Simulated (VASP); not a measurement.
# Cl (Fd-3m) in VASP: further runs

The runs below take Cl through single point, relaxation of cell and atoms, with LDA.

Everything below comes from runs of VASP 6.6.1. Logs are shortened: lines on timing, memory, paths and dates and some standing lists are left out, and cuts for length are marked.

## 1. The cell of the first run

It takes space group Fd-3m (No. 227, cubic). The conventional cell has a = 6.179 Å, b = 6.179 Å, c = 6.179 Å, α = 90.00°, β = 90.00°, γ = 90.00°. Within 3.5 Å of Cl (site symmetry -43m) lie 4 Cl at 2.68 Å.

## 2. Single point, LDA

The input, INCAR:

```
SYSTEM = Cl
ALGO = Normal
EDIFF = 1E-6
ENCUT = 500
GGA = CA
GGA_COMPAT = .False.
ISIF = 2
ISMEAR = -1
LASPH = .True.
LCHARG = .False.
LREAL = .False.
LWAVE = .False.
NBANDS = 14
NELM = 120
PREC = Accurate
SIGMA = 0.05
```

The input, KPOINTS:

```
k-points
0
Gamma
  12 12 12
  0 0 0
```

The input, POSCAR:

```
Cl
1.0
    0.0000000000      3.0893950648      3.0893950648
    3.0893950648      0.0000000000      3.0893950648
    3.0893950648      3.0893950648      0.0000000000
Cl
2
Direct
    1.0000000000      1.0000000000      1.0000000000
    0.2500000000      0.2500000000      0.2500000000
```

Potentials or basis: VASP PAW LDA potentials, release 64 (Cl).

On the command line:

```console
$ cat potpaw_LDA.64/Cl/POTCAR > POTCAR
$ mpirun -np 1 vasp_std > vasp.out
```

OUTCAR:

```text
SYSTEM = Cl
   EDIFF = 1E-6
   ENCUT = 500
   GGA = CA
   ISIF = 2
   ISMEAR = -1
   LASPH = .True.
   LREAL = .False.
   NELM = 120
   PREC = Accurate

 ion  position               nearest neighbor table
   1  0.000  0.000  0.000-
   2  0.250  0.250  0.250-

  LATTYP: Found a face centered cubic cell.
 ALAT       =     6.1787901296

  Lattice vectors:

 A1 = (   0.0000000000,   3.0893950648,   3.0893950648)
 A2 = (   3.0893950648,   0.0000000000,   3.0893950648)
 A3 = (   3.0893950648,   3.0893950648,   0.0000000000)

Analysis of symmetry for initial positions (statically):
=====================================================================
 Subroutine PRICEL returns:
 Original cell was already a primitive cell.

 Routine SETGRP: Setting up the symmetry group for a
 face centered cubic supercell.

 Subroutine GETGRP returns: Found 48 space group operations
 (whereof 24 operations were pure point group operations)
 out of a pool of 48 trial point group operations.

The static configuration has the point symmetry T_d .
 The point group associated with its full space group is O_h .

Analysis of symmetry for dynamics (positions and initial velocities):
=====================================================================
 Subroutine PRICEL returns:
 Original cell was already a primitive cell.

 Routine SETGRP: Setting up the symmetry group for a
 face centered cubic supercell.

 Subroutine GETGRP returns: Found 48 space group operations
 (whereof 24 operations were pure point group operations)
 out of a pool of 48 trial point group operations.

The dynamic configuration has the point symmetry T_d .
 The point group associated with its full space group is O_h .

 Subroutine INISYM returns: Found 48 space group operations
 (whereof 24 operations are pure point group operations),
 and found     1 'primitive' translations

----------------------------------------------------------------------------------------

                                     Primitive cell

  volume of cell :      58.9726

  direct lattice vectors                    reciprocal lattice vectors
     0.000000000  3.089395065  3.089395065    -0.161843982  0.161843982  0.161843982
     3.089395065  0.000000000  3.089395065     0.161843982 -0.161843982  0.161843982
     3.089395065  3.089395065  0.000000000     0.161843982  0.161843982 -0.161843982

  length of vectors
     4.369064400  4.369064400  4.369064400     0.280322000  0.280322000  0.280322000

  position of ions in fractional coordinates (direct lattice)
     0.000000000  0.000000000  0.000000000
     0.250000000  0.250000000  0.250000000

  ion indices of the primitive-cell ions
   primitive index   ion index
                 1           1
                 2           2

----------------------------------------------------------------------------------------

 KPOINTS: k-points

Automatic generation of k-mesh.
 Grid dimensions read from file:
 generate k-points for:   12   12   12

 Generating k-lattice:

  Cartesian coordinates                     Fractional coordinates (reciprocal lattice)
    -0.013486999  0.013486999  0.013486999     0.083333333  0.000000000  0.000000000
     0.013486999 -0.013486999  0.013486999     0.000000000  0.083333333  0.000000000
     0.013486999  0.013486999 -0.013486999     0.000000000  0.000000000  0.083333333

  Length of vectors
     0.023360167  0.023360167  0.023360167

  Shift w.r.t. Gamma in fractional coordinates (k-lattice)
     0.000000000  0.000000000  0.000000000

 Subroutine IBZKPT returns following result:
 ===========================================

 Found     72 irreducible k-points:

 Following reciprocal coordinates:
            Coordinates               Weight
  0.000000  0.000000  0.000000      1.000000
  0.083333  0.000000  0.000000      8.000000
  0.166667  0.000000  0.000000      8.000000
  0.250000  0.000000  0.000000      8.000000
  0.333333  0.000000  0.000000      8.000000
  0.416667  0.000000  0.000000      8.000000
[... 16 lines left out ...]
  0.500000  0.166667  0.000000     24.000000
 -0.416667  0.166667  0.000000     24.000000
 [... further k-points ...]
   k-points           NKPTS =     72   k-points in BZ     NKDIM =     72   number of bands    NBANDS=     14
   number of dos      NEDOS =    301   number of ions     NIONS =      2
   total plane-waves  NPLWV =  32768
   dimension x,y,z NGX =    32 NGY =   32 NGZ =   32
   dimension x,y,z NGXF=    64 NGYF=   64 NGZF=   64
   ions per type =               2
   NGX,Y,Z   is equivalent  to a cutoff of  12.18, 12.18, 12.18 a.u.
   NGXF,Y,Z  is equivalent  to a cutoff of  24.35, 24.35, 24.35 a.u.
 SYSTEM =  Cl
   PREC   = accura    normal or accurate (medium, high low for compatibility)
   ISTART =      0    job   : 0-new  1-cont  2-samecut
   ICHARG =      2    charge: 1-file 2-atom 10-const
   ISPIN  =      1    spin polarized calculation?
   LNONCOLLINEAR =      F non collinear calculations
   LSORBIT =      F    spin-orbit coupling
   LASPH  =      T    aspherical Exc in radial PAW
   ENCUT  =  500.0 eV  36.75 Ry    6.06 a.u.   7.97  7.97  7.97*2*pi/ulx,y,z
   NELM   =    120;   NELMIN=  2; NELMDL= -5     # of ELM steps
   EDIFF  = 0.1E-05   stopping-criterion for ELM
   LREAL  =      F    real-space projection
   EDIFFG = 0.1E-04   stopping-criterion for IOM
   NSW    =      0    number of steps for IOM
   IBRION =     -1    ionic relax: 0-MD 1-quasi-New 2-CG
   NFREE  =      0    steps in history (QN), initial steepest desc. (CG)
   ISIF   =      2    stress and relaxation
   ISYM   =      2    0-nonsym 1-usesym 2-fastsym
   POTIM  = 0.5000    time-step for ionic-motion
   TEBEG  =    0.0;   TEEND  =   0.0 temperature during run
   PSTRESS=    0.0 pullay stress
   NELECT =      14.0000    total number of electrons
   NUPDOWN=      -1.0000    fix difference up-down
   EMIN   =  10.00;   EMAX   =-10.00  energy-range for DOS
   EFERMI =   0.00;   METHOD = LEGACY
   ISMEAR =    -1;   SIGMA  =   0.05  broadening in eV -4-tet -1-fermi 0-gaus
   EFERMI_NEDOS =   21; number of points for ismear=-14 and -15
   IALGO  =     38    algorithm
   IMIX   =      4    mixing-type and parameters
     AMIX     =   0.40;   BMIX     =  1.00
     AMIX_MAG =   1.60;   BMIX_MAG =  1.00
  volume/ion in A,a.u.               =      29.49       198.98
  Fermi-wavevector in a.u.,A,eV,Ry     =   1.013680  1.915577 13.980618  1.027546
  Thomas-Fermi vector in A             =   2.146863
   LORBIT       =      0    0 simple, 1 ext, 2 COOP (PROOUT), +10 PAW based schemes
   GGA     = CA    functional components
   LHFCALC =     F    Hartree Fock is set to
   AEXX    =    0.0000 exact exchange contribution
   IVDW    =     0    specifies the selected vdW correction
   LEPSILON=     F    determine dielectric tensor
   LRPA    =     F    only Hartree local field effects (RPA)
 non-spin polarized calculation
  energy-cutoff  :      500.00
  volume of cell :       58.97
 maximum number of plane-waves:      1524
   NGX = 15   NGY = 15   NGZ = 15

 number of electron      14.0000003 magnetization

 Free energy of the ion-electron system (eV)
  ---------------------------------------------------
  ext. energy  EPLUGINS =         0.00000000
  ---------------------------------------------------
  free energy    TOTEN  =        -2.85698959 eV

  energy without entropy =       -2.82289317  energy(sigma->0) =       -2.83994138

 E-fermi :  -0.2735     XC(G=0):  -8.1380

 val. band max:       -0.2782063041   @ k =   0.4167   0.1667   0.0000
 cond. band min:      -0.2682079416   @ k =   0.5000   0.0833   0.0000
 fundamental gap:      0.0099983625
 Fermi energy:        -0.2735341757

 k-point     1 :       0.0000    0.0000    0.0000
  band No.  band energies     occupation
      1     -16.0574      2.00000
      2     -12.8053      2.00000
      3      -3.5687      2.00000
      4      -3.5687      2.00000
      5      -3.5687      2.00000
      6      -1.3923      2.00000
      7      -1.3923      2.00000
      8      -1.3923      2.00000
      9       5.5295      0.00000
     10       9.7682      0.00000
     11       9.7682      0.00000
     12      11.5045      0.00000
     13      11.5045      0.00000
     14      11.5045      0.00000

 k-point     2 :       0.0833    0.0000    0.0000
  band No.  band energies     occupation
      1     -16.0237      2.00000
      2     -12.8610      2.00000
      3      -3.6113      2.00000
      4      -3.6113      2.00000
      5      -3.6007      2.00000
      6      -1.3510      2.00000
      7      -1.3350      2.00000
      8      -1.3350      2.00000
      9       5.6933      0.00000
     10       9.5912      0.00000
     11       9.5912      0.00000
     12      11.3574      0.00000
     13      11.8593      0.00000
     14      11.8593      0.00000

 k-point     3 :       0.1667    0.0000    0.0000
  band No.  band energies     occupation
      1     -15.9258      2.00000
      2     -13.0180      2.00000
      3      -3.7180      2.00000
      4      -3.7180      2.00000
      5      -3.6983      2.00000
      6      -1.2123      2.00000
      7      -1.1892      2.00000
      8      -1.1892      2.00000
      9       6.1265      0.00000
     10       9.3230      0.00000
     11       9.3230      0.00000
     12      11.0528      0.00000
     13      12.6041      0.00000
     14      12.6042      0.00000
[... 324 lines left out ...]
 k-point    23 :       0.5000    0.1667    0.0000
  band No.  band energies     occupation
      1     -15.2675      2.00000
      2     -13.9233      2.00000
      3      -4.6332      2.00000
      4      -4.2156      2.00000
      5      -3.3120      2.00000
      6      -1.2040      2.00000
      7      -0.4638      1.95646
      8      -0.1506      0.15765
      9       7.5247      0.00000
     10       8.0934      0.00000
     11       9.8406      0.00000
     12      10.3742      0.00000
     13      11.8915      0.00000
     14      12.9049      0.00000

 k-point    24 :      -0.4167    0.1667    0.0000
  band No.  band energies     occupation
      1     -15.2457      2.00000
      2     -13.9496      2.00000
      3      -4.6834      2.00000
      4      -4.1651      2.00000
      5      -3.3523      2.00000
      6      -1.0910      2.00000
      7      -0.5335      1.98902
      8      -0.1325      0.11244
      9       7.4614      0.00000
     10       8.3793      0.00000
     11       9.3744      0.00000
     12      10.3805      0.00000
     13      12.2881      0.00000
     14      12.7010      0.00000

 [... further k-points ...]

------------------------ aborting loop because EDIFF is reached ----------------------------------------

  FORCE on cell =-STRESS in cart. coord.  units (eV):
  Direction    XX          YY          ZZ          XY          YZ          ZX
  --------------------------------------------------------------------------------------
  -------------------------------------------------------------------------------------
  Total       -0.0171410     -0.0171410     -0.0171410      0.0000000      0.0000000     -0.0000000
  in kB       -0.4656900     -0.4656900     -0.4656900      0.0000000      0.0000000     -0.0000000
  external PRESSURE =      -0.4656900 kB  Pullay stress =       0.0000000 kB

 VOLUME and BASIS-vectors are now :
 -----------------------------------------------------------------------------
  energy-cutoff  :      500.00
  volume of cell :       58.97
      direct lattice vectors                 reciprocal lattice vectors
     0.000000000  3.089395065  3.089395065    -0.161843982  0.161843982  0.161843982
     3.089395065  0.000000000  3.089395065     0.161843982 -0.161843982  0.161843982
     3.089395065  3.089395065  0.000000000     0.161843982  0.161843982 -0.161843982

 POSITION                                       TOTAL-FORCE (eV/Angst)
 -----------------------------------------------------------------------------------
      0.00000      0.00000      0.00000        -0.000000      0.000000     -0.000000
      1.54470      1.54470      1.54470         0.000000     -0.000000      0.000000
 -----------------------------------------------------------------------------------
    total drift:                               -0.000000     -0.000000      0.000000

  FREE ENERGIE OF THE ION-ELECTRON SYSTEM (eV)
  ---------------------------------------------------
  free  energy   TOTEN  =        -2.8569895894 eV

  energy  without entropy=       -2.8228931658  energy(sigma->0) =       -2.83994138
```

It took 15 s on 1 thread of AMD EPYC 9R45 (Zen 5), shared host; peak memory 0.13 GiB.

Results:

```yaml
Free_energy: -2.8570 eV
Pressure: 0.0 GPa
Band_gap_on_the_k_mesh: zero (bands 7 and 8 overlap by 1.56 eV)
```

## 3. Relaxation of cell and atoms, LDA

This run uses another cell than the first one, of 29.08 Å³/atom.

The input, INCAR:

```
PREC = Accurate ; ENCUT = 500
EDIFF = 1E-7 ; ISMEAR = -1
SIGMA = 0.05 ; LREAL = F
LASPH = T ; NELM = 120
ALGO = Normal ; ISIF = 3
LWAVE = F ; LCHARG = F
GGA = CA ; IBRION = 2
NSW = 80 ; EDIFFG = -0.01
GGA_COMPAT = F ; NELMIN = 4
```

The input, KPOINTS:

```
Automatic mesh
0
Gamma
  12 12 12
```

The input, POSCAR:

```
Cl
1.0
    0.0000000000      3.0750000000      3.0750000000
    3.0750000000      0.0000000000      3.0750000000
    3.0750000000      3.0750000000      0.0000000000
Cl
2
Direct
    1.0000000000      1.0000000000      1.0000000000
    0.2500000000      0.2500000000      0.2500000000
```

Potentials or basis: VASP PAW LDA potentials, release 64 (Cl).

On the command line:

```console
$ cat potpaw_LDA.64/Cl/POTCAR > POTCAR
$ mpirun -np 1 vasp_std > vasp.out
```

Wall time 24 s (1 thread of AMD EPYC 9R45 (Zen 5), shared host); peak memory 0.13 GiB.

The run converged. Its results:

* Free energy: -2.8566 eV
* Relaxed volume: 29.45 Å³/atom
* Relaxed cell: a = 4.367 Å, b = 4.367 Å, c = 4.367 Å, α = 60.00°, β = 60.00°, γ = 60.00°
* Space group after relaxing (to 0.1 Å): Fd-3m (No. 227)
* Energy gained by relaxing: 0.4 meV/atom
* Ionic steps: 3
* Pressure after relaxing: 0.0 GPa
* Band gap on the k mesh: zero (bands 7 and 8 overlap by 1.57 eV)

Step by step:
```csv
step,energy change (eV),largest force (eV/Å),pressure (GPa),volume (Å³)
1,0.0000,0.0000,0.36,58.15
2,-0.0008,0.0000,0.09,58.70
3,-0.0008,0.0000,-0.01,58.89
```

Final structure:
```xyz
2
Lattice="0.0000 3.0880 3.0880 3.0880 0.0000 3.0880 3.0880 3.0880 0.0000" Properties=species:S:1:pos:R:3 pbc="T T T"
Cl    0.0000    0.0000    0.0000
Cl    1.5440    1.5440    1.5440
```

Levels at points of the mesh, in eV from the Fermi level:
```tsv
k point	band 4	band 5	band 6	band 7	band 8	band 9	band 10	band 11
(0.00, 0.00, 0.00)	-3.30	-3.30	-1.12	-1.12	-1.12	5.80	10.04	10.04
(0.50, 0.00, 0.00)	-3.79	-3.79	-0.43	-0.43	-0.08	8.18	8.92	9.80
(0.50, 0.50, 0.00)	-4.33	-2.19	-2.19	0.45	0.45	7.60	7.60	11.86
```
